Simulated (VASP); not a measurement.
# MnS (Browneite) (F-43m) in VASP: single point with PBEsol+D3(BJ)

Aim: the single point of MnS (Browneite) with PBEsol+D3(BJ).

Everything below comes from runs of VASP 6.6.1. Logs are shortened: lines on timing, memory, paths and dates and some standing lists are left out, and cuts for length are marked.

## 1. The cell of the first run

It takes space group F-43m (No. 216, cubic). The conventional cell has a = 5.600 Å, b = 5.600 Å, c = 5.600 Å, α = 90.00°, β = 90.00°, γ = 90.00°. Mn (site symmetry -43m) has 4 S at 2.42 Å within 3.2 Å. Within 3.2 Å of S (site symmetry -43m) lie 4 Mn at 2.42 Å.

## 2. Single point, PBEsol+D3(BJ), collinear spin, ferromagnetic start

INCAR

```
  PREC = Accurate
  ENCUT = 520
  EDIFF = 1E-6
  ISMEAR = 1
  SIGMA = 0.1
  LREAL = F
  LASPH = T
  NELM = 150
  ALGO = Normal
  ISIF = 2
  LWAVE = F
  LCHARG = F
  ISPIN = 2
  MAGMOM = 5.2 0
  LORBIT = 11
  LMAXMIX = 4
  GGA = PS
  IVDW = 12
  NBANDS = 20
```

KPOINTS

```
Automatic mesh
0
Gamma
  7 7 7
```

POSCAR

```
MnS
1.0
    0.0000000000      2.8000000000      2.8000000000
    2.8000000000      0.0000000000      2.8000000000
    2.8000000000      2.8000000000      0.0000000000
Mn S
1 1
Direct
    0.0000000000      0.0000000000      0.0000000000
    0.2500000000      0.2500000000      0.2500000000
```

Potentials or basis: VASP PAW PBE potentials, release 64 (Mn_pv, S).

On the command line:

```bash
cat potpaw_PBE.64/Mn_pv/POTCAR potpaw_PBE.64/S/POTCAR > POTCAR
mpirun -np 1 vasp_std > vasp.out
```

OUTCAR:

```text
PREC = Accurate
   ENCUT = 520
   EDIFF = 1E-6
   ISMEAR = 1
   LREAL = F
   LASPH = T
   NELM = 150
   ISIF = 2
   ISPIN = 2
   LORBIT = 11
   GGA = PS
   IVDW = 12
 IVDW          = 12

 ion  position               nearest neighbor table
   1  0.000  0.000  0.000-   2 2.42   2 2.42   2 2.42   2 2.42
   2  0.250  0.250  0.250-   1 2.42   1 2.42   1 2.42   1 2.42

  LATTYP: Found a face centered cubic cell.
 ALAT       =     5.6000000000

  Lattice vectors:

 A1 = (   0.0000000000,   2.8000000000,   2.8000000000)
 A2 = (   2.8000000000,   0.0000000000,   2.8000000000)
 A3 = (   2.8000000000,   2.8000000000,   0.0000000000)

Analysis of symmetry for initial positions (statically):
=====================================================================
 Subroutine PRICEL returns:
 Original cell was already a primitive cell.

 Routine SETGRP: Setting up the symmetry group for a
 face centered cubic supercell.

 Subroutine GETGRP returns: Found 24 space group operations
 (whereof 24 operations were pure point group operations)
 out of a pool of 48 trial point group operations.

The static configuration has the point symmetry T_d .

Analysis of symmetry for dynamics (positions and initial velocities):
=====================================================================
 Subroutine PRICEL returns:
 Original cell was already a primitive cell.

 Routine SETGRP: Setting up the symmetry group for a
 face centered cubic supercell.

 Subroutine GETGRP returns: Found 24 space group operations
 (whereof 24 operations were pure point group operations)
 out of a pool of 48 trial point group operations.

The dynamic configuration has the point symmetry T_d .

Analysis of structural, dynamic, and magnetic symmetry:
=====================================================================
 Subroutine PRICEL returns:
 Original cell was already a primitive cell.

 Routine SETGRP: Setting up the symmetry group for a
 face centered cubic supercell.

 Subroutine GETGRP returns: Found 24 space group operations
 (whereof 24 operations were pure point group operations)
 out of a pool of 48 trial point group operations.

The overall configuration has the point symmetry T_d .

 Subroutine INISYM returns: Found 24 space group operations
 (whereof 24 operations are pure point group operations),
 and found     1 'primitive' translations

----------------------------------------------------------------------------------------

                                     Primitive cell

  volume of cell :      43.9040

  direct lattice vectors                    reciprocal lattice vectors
     0.000000000  2.800000000  2.800000000    -0.178571429  0.178571429  0.178571429
     2.800000000  0.000000000  2.800000000     0.178571429 -0.178571429  0.178571429
     2.800000000  2.800000000  0.000000000     0.178571429  0.178571429 -0.178571429

  length of vectors
     3.959797975  3.959797975  3.959797975     0.309294787  0.309294787  0.309294787

  position of ions in fractional coordinates (direct lattice)
     0.000000000  0.000000000  0.000000000
     0.250000000  0.250000000  0.250000000

  ion indices of the primitive-cell ions
   primitive index   ion index
                 1           1
                 2           2

----------------------------------------------------------------------------------------

 KPOINTS: Automatic mesh

Automatic generation of k-mesh.
 Grid dimensions read from file:
 generate k-points for:    7    7    7

 Generating k-lattice:

  Cartesian coordinates                     Fractional coordinates (reciprocal lattice)
    -0.025510204  0.025510204  0.025510204     0.142857143  0.000000000  0.000000000
     0.025510204 -0.025510204  0.025510204     0.000000000  0.142857143  0.000000000
     0.025510204  0.025510204 -0.025510204     0.000000000  0.000000000  0.142857143

  Length of vectors
     0.044184970  0.044184970  0.044184970

  Shift w.r.t. Gamma in fractional coordinates (k-lattice)
     0.000000000  0.000000000  0.000000000

 Subroutine IBZKPT returns following result:
 ===========================================

 Found     20 irreducible k-points:

 Following reciprocal coordinates:
            Coordinates               Weight
  0.000000  0.000000  0.000000      1.000000
  0.142857  0.000000  0.000000      8.000000
  0.285714  0.000000  0.000000      8.000000
  0.428571  0.000000  0.000000      8.000000
  0.142857  0.142857  0.000000      6.000000
  0.285714  0.142857  0.000000     24.000000
[... 12 lines left out ...]
 -0.428571  0.428571  0.142857     24.000000
 -0.285714  0.428571  0.142857     24.000000
   k-points           NKPTS =     20   k-points in BZ     NKDIM =     20   number of bands    NBANDS=     20
   number of dos      NEDOS =    301   number of ions     NIONS =      2
   total plane-waves  NPLWV =  27000
   dimension x,y,z NGX =    30 NGY =   30 NGZ =   30
   dimension x,y,z NGXF=    60 NGYF=   60 NGZF=   60
   ions per type =               1   1
   NGX,Y,Z   is equivalent  to a cutoff of  12.60, 12.60, 12.60 a.u.
   NGXF,Y,Z  is equivalent  to a cutoff of  25.19, 25.19, 25.19 a.u.
 SYSTEM =  unknown system
   PREC   = accura    normal or accurate (medium, high low for compatibility)
   ISTART =      0    job   : 0-new  1-cont  2-samecut
   ICHARG =      2    charge: 1-file 2-atom 10-const
   ISPIN  =      2    spin polarized calculation?
   LNONCOLLINEAR =      F non collinear calculations
   LSORBIT =      F    spin-orbit coupling
   LASPH  =      T    aspherical Exc in radial PAW
   ENCUT  =  520.0 eV  38.22 Ry    6.18 a.u.   7.36  7.36  7.36*2*pi/ulx,y,z
   NELM   =    150;   NELMIN=  2; NELMDL= -5     # of ELM steps
   EDIFF  = 0.1E-05   stopping-criterion for ELM
   LREAL  =      F    real-space projection
[... 7 lines left out ...]
   TEBEG  =    0.0;   TEEND  =   0.0 temperature during run
   PSTRESS=    0.0 pullay stress
   NELECT =      19.0000    total number of electrons
   NUPDOWN=      -1.0000    fix difference up-down
   EMIN   =  10.00;   EMAX   =-10.00  energy-range for DOS
   EFERMI =   0.00;   METHOD = LEGACY
   ISMEAR =     1;   SIGMA  =   0.10  broadening in eV -4-tet -1-fermi 0-gaus
   EFERMI_NEDOS =   21; number of points for ismear=-14 and -15
   IALGO  =     38    algorithm
   IMIX   =      4    mixing-type and parameters
     AMIX     =   0.40;   BMIX     =  1.00
     AMIX_MAG =   1.60;   BMIX_MAG =  1.00
  volume/ion in A,a.u.               =      21.95       148.14
  Fermi-wavevector in a.u.,A,eV,Ry     =   1.238297  2.340041 20.862879  1.533378
  Thomas-Fermi vector in A             =   2.372828
   LORBIT       =     11    0 simple, 1 ext, 2 COOP (PROOUT), +10 PAW based schemes
   GGA     = PS    functional components
   LHFCALC =     F    Hartree Fock is set to
   AEXX    =    0.0000 exact exchange contribution
   IVDW    =    12    specifies the selected vdW correction
   LEPSILON=     F    determine dielectric tensor
   LRPA    =     F    only Hartree local field effects (RPA)
 spin polarized calculation
 Methfessel and Paxton  Order N= 1 SIGMA  =   0.10
  energy-cutoff  :      520.00
  volume of cell :       43.90
 maximum number of plane-waves:      1243
 NGX is ok and might be reduce to    30
   NGX = 15   NGY = 15   NGZ = 15

 number of electron      18.9999987 magnetization       4.8550848

 Free energy of the ion-electron system (eV)
  ---------------------------------------------------
  ext. energy  EPLUGINS =         0.00000000
  ---------------------------------------------------
  free energy    TOTEN  =       -14.75441665 eV

  energy without entropy =      -14.75311763  energy(sigma->0) =      -14.75398364

 E-fermi :   4.3698     XC(G=0):  -9.5268

 val. band max:        4.3648425681   @ k =  -0.1429   0.1429   0.0000
 cond. band min:       4.3969853622   @ k =  -0.2857   0.4286   0.1429
 fundamental gap:      0.0321427941
 Fermi energy:         4.3697798319

 spin component 1

 k-point     1 :       0.0000    0.0000    0.0000
  band No.  band energies     occupation
      1     -46.1856      1.00000
      2     -46.1856      1.00000
      3     -46.1856      1.00000
      4      -9.5130      1.00000
      5      -0.4803      1.00000
      6      -0.4803      1.00000
[... 12 lines left out ...]
     19      16.2040      0.00000
     20      16.9061      0.00000

 k-point     2 :       0.1429    0.0000    0.0000
  band No.  band energies     occupation
      1     -46.1862      1.00000
      2     -46.1857      1.00000
      3     -46.1856      1.00000
      4      -9.3948      1.00000
      5      -0.6738      1.00000
      6      -0.4321      1.00000
[... 12 lines left out ...]
     19      15.7523      0.00000
     20      17.7046      0.00000

 k-point     3 :       0.2857    0.0000    0.0000
  band No.  band energies     occupation
      1     -46.1876      1.00000
      2     -46.1859      1.00000
      3     -46.1859      1.00000
      4      -9.1095      1.00000
      5      -1.0663      1.00000
      6      -0.3351      1.00000
[... 12 lines left out ...]
     19      14.9798      0.00000
     20      20.2598      0.00000

 k-point     4 :       0.4286    0.0000    0.0000
  band No.  band energies     occupation
      1     -46.1887      1.00000
      2     -46.1861      1.00000
      3     -46.1861      1.00000
      4      -8.8570      1.00000
      5      -1.3553      1.00000
      6      -0.2743      1.00000
[... 334 lines left out ...]
     19      17.2904      0.00000
     20      18.6205      0.00000

 k-point    19 :      -0.4286    0.4286    0.1429
  band No.  band energies     occupation
      1     -46.1885      1.00000
      2     -46.1871      1.00000
      3     -46.1868      1.00000
      4      -8.6319      1.00000
      5      -1.2592      1.00000
      6      -0.2318      1.00000
[... 12 lines left out ...]
     19      17.2833      0.00000
     20      18.0011      0.00000

 k-point    20 :      -0.2857    0.4286    0.1429
  band No.  band energies     occupation
      1     -46.1882      1.00000
      2     -46.1876      1.00000
      3     -46.1867      1.00000
      4      -8.6085      1.00000
      5      -0.9236      1.00000
      6      -0.6074      1.00000
[... 12 lines left out ...]
     19      18.0090      0.00000
     20      18.4014      0.00000
 Fermi energy:         4.3697798319

 spin component 2

 k-point     1 :       0.0000    0.0000    0.0000
  band No.  band energies     occupation
      1     -41.6930      1.00000
      2     -41.6930      1.00000
      3     -41.6930      1.00000
      4      -9.1913      1.00000
      5       1.0911      1.00000
      6       1.0911      1.00000
[... 12 lines left out ...]
     19      17.0840      0.00000
     20      17.8576      0.00000

 k-point     2 :       0.1429    0.0000    0.0000
  band No.  band energies     occupation
      1     -41.6938      1.00000
      2     -41.6931      1.00000
      3     -41.6931      1.00000
      4      -9.0802      1.00000
      5       0.6574      1.00000
      6       1.1104      1.00000
[... 12 lines left out ...]
     19      16.6120      0.00000
     20      18.8142      0.00000

 k-point     3 :       0.2857    0.0000    0.0000
  band No.  band energies     occupation
      1     -41.6959      1.00000
      2     -41.6934      1.00000
      3     -41.6934      1.00000
      4      -8.8131      1.00000
      5      -0.1450      1.00000
      6       1.1461      1.00000
[... 12 lines left out ...]
     19      15.9986      0.00000
     20      21.2215      0.00000

 k-point     4 :       0.4286    0.0000    0.0000
  band No.  band energies     occupation
      1     -41.6975      1.00000
      2     -41.6937      1.00000
      3     -41.6937      1.00000
      4      -8.5776      1.00000
      5      -0.7056      1.00000
      6       1.1666      1.00000
[... 337 lines left out ...]
 k-point    19 :      -0.4286    0.4286    0.1429
  band No.  band energies     occupation
      1     -41.6972      1.00000
      2     -41.6952      1.00000
      3     -41.6947      1.00000
      4      -8.3676      1.00000
      5      -0.4162      1.00000
      6       0.6616      1.00000
[... 12 lines left out ...]
     19      17.9083      0.00000
     20      18.6673      0.00000

 k-point    20 :      -0.2857    0.4286    0.1429
  band No.  band energies     occupation
      1     -41.6968      1.00000
      2     -41.6958      1.00000
      3     -41.6946      1.00000
      4      -8.3455      1.00000
      5      -0.0775      1.00000
      6       0.1499      1.00000
[... 12 lines left out ...]
     19      18.6648      0.00000
     20      19.0408      0.00000

------------------------ aborting loop because EDIFF is reached ----------------------------------------

 Edisp (eV)   -0.57429

 E8    (eV) :    -0.3656

  FORCE on cell =-STRESS in cart. coord.  units (eV):
  Direction    XX          YY          ZZ          XY          YZ          ZX
  --------------------------------------------------------------------------------------
  -------------------------------------------------------------------------------------
  Total      -1.24233    -1.24233    -1.24233    -0.00000    -0.00000     0.00000
  in kB     -45.33616   -45.33616   -45.33616    -0.00000    -0.00000     0.00000
  external pressure =      -45.34 kB  Pullay stress =        0.00 kB

 VOLUME and BASIS-vectors are now :
 -----------------------------------------------------------------------------
  energy-cutoff  :      520.00
  volume of cell :       43.90
      direct lattice vectors                 reciprocal lattice vectors
     0.000000000  2.800000000  2.800000000    -0.178571429  0.178571429  0.178571429
     2.800000000  0.000000000  2.800000000     0.178571429 -0.178571429  0.178571429
     2.800000000  2.800000000  0.000000000     0.178571429  0.178571429 -0.178571429

 POSITION                                       TOTAL-FORCE (eV/Angst)
 -----------------------------------------------------------------------------------
      0.00000      0.00000      0.00000         0.000000      0.000000      0.000000
      1.40000      1.40000      1.40000        -0.000000     -0.000000     -0.000000
 -----------------------------------------------------------------------------------
    total drift:                               -0.000000     -0.000000     -0.000000

  FREE ENERGIE OF THE ION-ELECTRON SYSTEM (eV)
  ---------------------------------------------------
  free  energy   TOTEN  =       -15.3287100965 eV

  energy  without entropy=      -15.3274110763  energy(sigma->0) =      -15.32827709

 total charge

# of ion       s       p       d       tot
------------------------------------------
    1        0.263   6.215   4.904  11.382
    2        1.310   2.416   0.000   3.727
--------------------------------------------------
tot          1.573   8.631   4.904  15.109

 magnetization (x)

# of ion       s       p       d       tot
------------------------------------------
    1        0.048   0.065   4.170   4.283
    2        0.010   0.063   0.000   0.073
--------------------------------------------------
tot          0.059   0.128   4.170   4.356
```

Run time: 74 s. Hardware: 1 thread of Intel Xeon 6975P-C, shared host; peak memory 0.2 GiB.

Results:

| Property | Result |
| --- | --- |
| Free energy | -15.3287 eV |
| Pressure | -4.5 GPa |
| Net moment | 4.86 μB per cell |
| Site moments | Mn +4.28; S +0.07 μB |
| Valence electrons inside the program's atomic spheres | Mn 11.38; S 3.73 |
| Dispersion energy per atom | -0.287 eV |

Levels at points of the mesh, in eV from the Fermi level:
Spin up:
| k point | band 10 | band 11 | band 12 | band 13 | band 14 | band 15 |
| --- | --- | --- | --- | --- | --- | --- |
| (0.00, 0.00, 0.00) | 0.30 | 0.30 | 0.30 | 0.87 | 5.80 | 5.80 |
Spin down:
```tsv
k point	band 4	band 5	band 6	band 7	band 8	band 9	band 10	band 11
(0.00, 0.00, 0.00)	-13.56	-3.28	-3.28	-3.28	0.82	0.82	1.84	3.03
```

Caveat: three body term missing; the PAW data sets were made with another functional, which shifts forces and pressure a little; a cell with one magnetic atom can't hold antiferromagnetic order, which such compounds often take; semilocal functionals often make such compounds metallic where correlation or magnetic order opens a gap, which also shifts bond lengths; pairwise dispersion overbinds metals, which lowers pressure and volume. With open d or f shells a metallic result of PBEsol can be an artefact of self-interaction; +U or a hybrid may open a gap.
